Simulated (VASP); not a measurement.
# BN (k07) in VASP: a series of runs

BN (k07) is run at these levels: PBEsol; tasks: single point.

All numbers are computed with VASP 6.6.1; they aren't measurements. Logs are shortened: lines on timing, memory, paths and dates and some standing lists are left out, and cuts for length are marked.

### 1 The cell of the first run

The structure is hexagonal, space group P6_3mc (No. 186). The conventional cell has a = 2.541 Å, b = 2.541 Å, c = 4.203 Å, α = 90.00°, β = 90.00°, γ = 120.00°. B (site symmetry 3m) has 3 N at 1.47 Å within 2.0 Å. Within 2.0 Å of N (site symmetry 3m) lie 3 B at 1.47 Å.

### 2 Single point, PBEsol

INCAR

```
SYSTEM = BN
ALGO = Normal
EDIFF = 1E-6
ENCUT = 520
GGA = PS
ISIF = 2
ISMEAR = 0
LASPH = .True.
LCHARG = .False.
LREAL = .False.
LWAVE = .False.
NBANDS = 16
NELM = 60
PREC = Accurate
SIGMA = 0.01
```

KPOINTS

```
k-points
0
Gamma
  15 15 8
  0 0 0
```

POSCAR

```
BN
1.0
    2.5405660762      0.0000000000      0.0000000000
   -1.2702830381      2.2001947620      0.0000000000
    0.0000000000      0.0000000000      4.2026526748
B N
2 2
Direct
    0.3333333333      0.6666666667     -0.0567236495
    0.6666666667      0.3333333333      0.4432763505
    0.3333333333      0.6666666667      0.4307236495
    0.6666666667      0.3333333333      0.9307236495
```

Potentials or basis: VASP PAW PBE potentials, release 64 (B, N).

Command:

```console
cat potpaw_PBE.64/B/POTCAR potpaw_PBE.64/N/POTCAR > POTCAR
mpirun -np 1 vasp_std > vasp.out
```

OUTCAR:

```text
SYSTEM = BN
   EDIFF = 1E-6
   ENCUT = 520
   GGA = PS
   ISIF = 2
   ISMEAR = 0
   LASPH = .True.
   LREAL = .False.
   NELM = 60
   PREC = Accurate

 ion  position               nearest neighbor table
   1  0.333  0.667  0.943-   4 1.47   4 1.47   4 1.47
   2  0.667  0.333  0.443-   3 1.47   3 1.47   3 1.47
   3  0.333  0.667  0.431-   2 1.47   2 1.47   2 1.47
   4  0.667  0.333  0.931-   1 1.47   1 1.47   1 1.47

  LATTYP: Found a hexagonal cell.
 ALAT       =     2.5405660762
 C/A-ratio  =     1.6542190003

  Lattice vectors:

 A1 = (   2.5405660762,   0.0000000000,   0.0000000000)
 A2 = (  -1.2702830381,   2.2001947620,   0.0000000000)
 A3 = (   0.0000000000,   0.0000000000,   4.2026526748)

Analysis of symmetry for initial positions (statically):
=====================================================================
 Subroutine PRICEL returns:
 Original cell was already a primitive cell.

 Routine SETGRP: Setting up the symmetry group for a
 hexagonal supercell.

 Subroutine GETGRP returns: Found 12 space group operations
 (whereof  6 operations were pure point group operations)
 out of a pool of 24 trial point group operations.

The static configuration has the point symmetry C_3v.
 The point group associated with its full space group is C_6v.

Analysis of symmetry for dynamics (positions and initial velocities):
=====================================================================
 Subroutine PRICEL returns:
 Original cell was already a primitive cell.

 Routine SETGRP: Setting up the symmetry group for a
 hexagonal supercell.

 Subroutine GETGRP returns: Found 12 space group operations
 (whereof  6 operations were pure point group operations)
 out of a pool of 24 trial point group operations.

The dynamic configuration has the point symmetry C_3v.
 The point group associated with its full space group is C_6v.

 Subroutine INISYM returns: Found 12 space group operations
 (whereof  6 operations are pure point group operations),
 and found     1 'primitive' translations

----------------------------------------------------------------------------------------

                                     Primitive cell

  volume of cell :      23.4917

  direct lattice vectors                    reciprocal lattice vectors
     2.540566076  0.000000000  0.000000000     0.393613065  0.227252609  0.000000000
    -1.270283038  2.200194762  0.000000000     0.000000000  0.454505218  0.000000000
     0.000000000  0.000000000  4.202652675     0.000000000  0.000000000  0.237944955

  length of vectors
     2.540566076  2.540566076  4.202652675     0.454505218  0.454505218  0.237944955

  position of ions in fractional coordinates (direct lattice)
     0.333333333  0.666666667  0.943276350
     0.666666667  0.333333333  0.443276350
     0.333333333  0.666666667  0.430723650
     0.666666667  0.333333333  0.930723650

  ion indices of the primitive-cell ions
   primitive index   ion index
                 1           1
                 2           2
                 3           3
                 4           4

----------------------------------------------------------------------------------------

 KPOINTS: k-points

Automatic generation of k-mesh.
 Grid dimensions read from file:
 generate k-points for:   15   15    8

 Generating k-lattice:

  Cartesian coordinates                     Fractional coordinates (reciprocal lattice)
     0.026240871  0.015150174  0.000000000     0.066666667  0.000000000  0.000000000
     0.000000000  0.030300348  0.000000000     0.000000000  0.066666667  0.000000000
     0.000000000  0.000000000  0.029743119     0.000000000  0.000000000  0.125000000

  Length of vectors
     0.030300348  0.030300348  0.029743119

  Shift w.r.t. Gamma in fractional coordinates (k-lattice)
     0.000000000  0.000000000  0.000000000

 Subroutine IBZKPT returns following result:
 ===========================================

 Found    135 irreducible k-points:

 Following reciprocal coordinates:
            Coordinates               Weight
  0.000000  0.000000  0.000000      1.000000
  0.066667  0.000000  0.000000      6.000000
  0.133333  0.000000  0.000000      6.000000
  0.200000 -0.000000  0.000000      6.000000
  0.266667  0.000000  0.000000      6.000000
  0.333333  0.000000  0.000000      6.000000
[... 16 lines left out ...]
  0.333333  0.200000  0.000000     12.000000
  0.400000  0.200000  0.000000      6.000000
 [... further k-points ...]
   k-points           NKPTS =    135   k-points in BZ     NKDIM =    135   number of bands    NBANDS=     16
   number of dos      NEDOS =    301   number of ions     NIONS =      4
   total plane-waves  NPLWV =  12800
   dimension x,y,z NGX =    20 NGY =   20 NGZ =   32
   dimension x,y,z NGXF=    40 NGYF=   40 NGZF=   64
   ions per type =               2   2
   NGX,Y,Z   is equivalent  to a cutoff of  13.09, 13.09, 12.66 a.u.
   NGXF,Y,Z  is equivalent  to a cutoff of  26.17, 26.17, 25.32 a.u.
 SYSTEM =  BN
   PREC   = accura    normal or accurate (medium, high low for compatibility)
   ISTART =      0    job   : 0-new  1-cont  2-samecut
   ICHARG =      2    charge: 1-file 2-atom 10-const
   ISPIN  =      1    spin polarized calculation?
   LNONCOLLINEAR =      F non collinear calculations
   LSORBIT =      F    spin-orbit coupling
   LASPH  =      T    aspherical Exc in radial PAW
   ENCUT  =  520.0 eV  38.22 Ry    6.18 a.u.   4.72  4.72  7.81*2*pi/ulx,y,z
   NELM   =     60;   NELMIN=  2; NELMDL= -5     # of ELM steps
   EDIFF  = 0.1E-05   stopping-criterion for ELM
   LREAL  =      F    real-space projection
   EDIFFG = 0.1E-04   stopping-criterion for IOM
   NSW    =      0    number of steps for IOM
   IBRION =     -1    ionic relax: 0-MD 1-quasi-New 2-CG
   NFREE  =      0    steps in history (QN), initial steepest desc. (CG)
   ISIF   =      2    stress and relaxation
   ISYM   =      2    0-nonsym 1-usesym 2-fastsym
   POTIM  = 0.5000    time-step for ionic-motion
   TEBEG  =    0.0;   TEEND  =   0.0 temperature during run
   PSTRESS=    0.0 pullay stress
   NELECT =      16.0000    total number of electrons
   NUPDOWN=      -1.0000    fix difference up-down
   EMIN   =  10.00;   EMAX   =-10.00  energy-range for DOS
   EFERMI =   0.00;   METHOD = LEGACY
   ISMEAR =     0;   SIGMA  =   0.01  broadening in eV -4-tet -1-fermi 0-gaus
   EFERMI_NEDOS =   21; number of points for ismear=-14 and -15
   IALGO  =     38    algorithm
   IMIX   =      4    mixing-type and parameters
     AMIX     =   0.40;   BMIX     =  1.00
     AMIX_MAG =   1.60;   BMIX_MAG =  1.00
  volume/ion in A,a.u.               =       5.87        39.63
  Fermi-wavevector in a.u.,A,eV,Ry     =   1.440378  2.721920 28.227851  2.074689
  Thomas-Fermi vector in A             =   2.559129
   LORBIT       =      0    0 simple, 1 ext, 2 COOP (PROOUT), +10 PAW based schemes
   GGA     = PS    functional components
   LHFCALC =     F    Hartree Fock is set to
   AEXX    =    0.0000 exact exchange contribution
   IVDW    =     0    specifies the selected vdW correction
   LEPSILON=     F    determine dielectric tensor
   LRPA    =     F    only Hartree local field effects (RPA)
 non-spin polarized calculation
 Gauss-broadening in eV      SIGMA  =   0.01
  energy-cutoff  :      520.00
  volume of cell :       23.49
 maximum number of plane-waves:       652
 NGX is ok and might be reduce to    20
   NGX =  9   NGY =  9   NGZ = 15

 number of electron      16.0000003 magnetization

 Free energy of the ion-electron system (eV)
  ---------------------------------------------------
  ext. energy  EPLUGINS =         0.00000000
  ---------------------------------------------------
  free energy    TOTEN  =       -34.79886314 eV

  energy without entropy =      -34.79886314  energy(sigma->0) =      -34.79886314

 E-fermi :   8.9478     XC(G=0): -13.0030

 val. band max:        8.8596417635   @ k =   0.1333   0.0000   0.0000
 cond. band min:      11.8199919649   @ k =   0.4667  -0.0000   0.3750
 fundamental gap:      2.9603502013
 Fermi energy:         8.9478178751

 k-point     1 :       0.0000    0.0000    0.0000
  band No.  band energies     occupation
      1     -12.9687      2.00000
      2      -8.6922      2.00000
      3      -2.8485      2.00000
      4       4.5261      2.00000
      5       4.5261      2.00000
      6       5.9818      2.00000
[... 8 lines left out ...]
     15      18.8159      0.00000
     16      22.3471      0.00000

 k-point     2 :       0.0667    0.0000    0.0000
  band No.  band energies     occupation
      1     -12.8743      2.00000
      2      -8.6266      2.00000
      3      -2.7334      2.00000
      4       4.1187      2.00000
      5       4.3350      2.00000
      6       5.6641      2.00000
[... 8 lines left out ...]
     15      19.1704      0.00000
     16      22.1704      0.00000

 k-point     3 :       0.1333    0.0000    0.0000
  band No.  band energies     occupation
      1     -12.5931      2.00000
      2      -8.4351      2.00000
      3      -2.3904      2.00000
      4       3.0538      2.00000
      5       3.8474      2.00000
      6       4.8065      2.00000
[... 8 lines left out ...]
     15      20.1624      0.00000
     16      21.6651      0.00000

 k-point     4 :       0.2000   -0.0000    0.0000
  band No.  band energies     occupation
      1     -12.1310      2.00000
      2      -8.1382      2.00000
      3      -1.8272      2.00000
      4       1.6415      2.00000
      5       3.2313      2.00000
      6       3.6152      2.00000
[... 8 lines left out ...]
     15      20.9163      0.00000
     16      21.6270      0.00000

 k-point     5 :       0.2667    0.0000    0.0000
  band No.  band energies     occupation
      1     -11.5006      2.00000
      2      -7.7836      2.00000
      3      -1.0607      2.00000
      4       0.1627      2.00000
      5       2.2840      2.00000
      6       2.6256      2.00000
[... 8 lines left out ...]
     15      21.6722      0.00000
     16      23.3712      0.00000

 k-point     6 :       0.3333    0.0000    0.0000
  band No.  band energies     occupation
      1     -10.7269      2.00000
      2      -7.4766      2.00000
      3      -1.1344      2.00000
      4      -0.1233      2.00000
      5       0.9604      2.00000
      6       2.1176      2.00000
[... 8 lines left out ...]
     15      23.4434      0.00000
     16      23.5529      0.00000

 k-point     7 :       0.4000    0.0000    0.0000
  band No.  band energies     occupation
      1      -9.8655      2.00000
      2      -7.4095      2.00000
      3      -1.9677      2.00000
      4      -0.2327      2.00000
      5       0.8982      2.00000
      6       1.7574      2.00000
[... 8 lines left out ...]
     15      23.8869      0.00000
     16      24.9378      0.00000

 k-point     8 :       0.4667   -0.0000    0.0000
  band No.  band energies     occupation
      1      -9.0891      2.00000
      2      -7.6850      2.00000
      3      -2.1724      2.00000
      4      -1.0951      2.00000
      5       1.5715      2.00000
      6       1.7309      2.00000
[... 8 lines left out ...]
     15      24.5431      0.00000
     16      25.0415      0.00000

 k-point     9 :       0.0667    0.0667    0.0000
  band No.  band energies     occupation
      1     -12.6865      2.00000
      2      -8.4980      2.00000
      3      -2.5043      2.00000
      4       3.4424      2.00000
      5       3.9174      2.00000
      6       5.1398      2.00000
[... 8 lines left out ...]
     15      19.9528      0.00000
     16      21.8248      0.00000
[... 172 lines left out ...]
 k-point    19 :       0.3333    0.1333    0.0000
  band No.  band energies     occupation
      1      -9.6293      2.00000
      2      -7.3000      2.00000
      3      -1.8187      2.00000
      4      -0.3696      2.00000
      5       1.0692      2.00000
      6       1.2158      2.00000
[... 8 lines left out ...]
     15      23.2509      0.00000
     16      26.2546      0.00000

 k-point    20 :       0.4000    0.1333    0.0000
  band No.  band energies     occupation
      1      -8.8706      2.00000
      2      -7.5613      2.00000
      3      -2.1290      2.00000
      4      -0.9346      2.00000
      5       0.7383      2.00000
      6       2.0641      2.00000
[... 8 lines left out ...]
     15      23.7409      0.00000
     16      26.8220      0.00000

 k-point    21 :       0.2000    0.2000    0.0000
  band No.  band energies     occupation
      1     -10.5537      2.00000
      2      -7.3565      2.00000
      3      -0.4239      2.00000
      4      -0.0529      2.00000
      5       0.1017      2.00000
      6       2.0672      2.00000
[... 8 lines left out ...]
     15      21.1376      0.00000
     16      25.0966      0.00000

 k-point    22 :       0.2667    0.2000    0.0000
  band No.  band energies     occupation
      1      -9.7612      2.00000
      2      -7.1979      2.00000
      3      -1.2939      2.00000
      4      -0.6465      2.00000
      5       1.0753      2.00000
      6       1.2584      2.00000
[... 8 lines left out ...]
     15      22.3378      0.00000
     16      25.6326      0.00000

 k-point    23 :       0.3333    0.2000    0.0000
  band No.  band energies     occupation
      1      -8.9486      2.00000
      2      -7.3139      2.00000
      3      -1.9980      2.00000
      4      -0.7839      2.00000
      5       0.4711      2.00000
      6       1.9121      2.00000
[... 8 lines left out ...]
     15      23.3322      0.00000
     16      25.8068      0.00000

 k-point    24 :       0.4000    0.2000    0.0000
  band No.  band energies     occupation
      1      -8.4596      2.00000
      2      -7.5543      2.00000
      3      -2.2329      2.00000
      4      -0.7550      2.00000
      5       0.1005      2.00000
      6       1.8182      2.00000
[... 8 lines left out ...]
     15      23.2156      0.00000
     16      26.0301      0.00000

 [... further k-points ...]
[... 5 lines left out ...]
  --------------------------------------------------------------------------------------
  -------------------------------------------------------------------------------------
  Total        1.1701795      1.1701795      9.8572086      0.0000000      0.0000000      0.0000000
  in kB       79.8082818     79.8082818    672.2787895      0.0000000      0.0000000      0.0000000
  external PRESSURE =     277.2984510 kB  Pullay stress =       0.0000000 kB

 VOLUME and BASIS-vectors are now :
 -----------------------------------------------------------------------------
  energy-cutoff  :      520.00
  volume of cell :       23.49
      direct lattice vectors                 reciprocal lattice vectors
     2.540566076  0.000000000  0.000000000     0.393613065  0.227252609  0.000000000
    -1.270283038  2.200194762  0.000000000     0.000000000  0.454505218  0.000000000
     0.000000000  0.000000000  4.202652675     0.000000000  0.000000000  0.237944955

 POSITION                                       TOTAL-FORCE (eV/Angst)
 -----------------------------------------------------------------------------------
     -0.00000      1.46680      3.96426         0.000000     -0.000000      0.780373
      1.27028      0.73340      1.86294         0.000000      0.000000      0.780373
     -0.00000      1.46680      1.81018         0.000000     -0.000000     -0.780373
      1.27028      0.73340      3.91151         0.000000      0.000000     -0.780373
 -----------------------------------------------------------------------------------
    total drift:                               -0.000000      0.000000     -0.000208

  FREE ENERGIE OF THE ION-ELECTRON SYSTEM (eV)
  ---------------------------------------------------
  free  energy   TOTEN  =       -34.7988631359 eV

  energy  without entropy=      -34.7988631359  energy(sigma->0) =      -34.79886314
```

It took 44 s on 1 thread of AMD EPYC 7R43 (Zen 3), shared host; peak memory 0.12 GiB.

What came out:

```
Free energy            : -34.7989 eV
Pressure               : 27.7 GPa
Largest force          : 0.780 eV/Å
Band gap on the k mesh : 2.96 eV, indirect (least direct gap 4.83 eV)
```

Forces on the atoms (eV/Å):
```
B    0.000  0.000  0.780
B    0.000  0.000  0.780
N    0.000  0.000 -0.780
N    0.000  0.000 -0.780
```

Levels at points of the mesh, in eV from the valence-band top:
```csv
k point,band 6,band 7,band 8,band 9,band 10,band 11
"(0.00, 0.00, 0.00)",-2.88,-2.88,-0.06,7.65,7.65,8.40
"(0.00, 0.00, 0.50)",-3.64,-3.64,-3.64,8.33,8.33,8.60
```

Caveat: the PAW data sets were made with another functional, which shifts forces and pressure a little. A k mesh can miss the band edges.

(Part 1 of 2 ends here.)
